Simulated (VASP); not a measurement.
Runs of VASP 6.6.1 on RhN. The structure is that of space group F-43m (No. 216), or close to it. The cells are those of the table. 

```tsv
level	cell	gap on the mesh (eV)	pressure (GPa)
PBE	a = 3.326 Å, angles 60.0°, 2 atoms	none	(b)
PBE	a = 3.295 Å, angles 60.0°, 2 atoms	none	-7.9
PBE	a = 3.357 Å, angles 60.0°, 2 atoms	none	-16.8
PBE	a = 3.191 Å, angles 60.0°, 2 atoms	none	14.3
PBE	a = 3.252 Å, angles 60.0°, 2 atoms	none	0.0
PBE	a = 3.230 Å, angles 60.0°, 2 atoms	none	4.7
PBEsol	a = 3.252 Å, angles 60.0°, 2 atoms	none	(a)
```

Alike in all rows: task single point; potentials or basis VASP PAW PBE potentials, release 64 (Rh_pv, N); no spin polarisation; k mesh 12 × 12 × 12; cutoff (eV) 520; smearing gaussian 0.05 eV.

**Question.** Fill in the values left out.

**Answer.** (a) -8.5; (b) -12.7.

Caveats: the cell stands under tension (at least some runs); the cell stands under pressure (at least some runs); the PAW data sets were made with another functional, which shifts forces and pressure a little (at least some runs).

A k mesh can miss the band edges, and the runs leave out spin-orbit coupling on Rh.

A gap of «none» marks levels without a gap at the run's occupations.
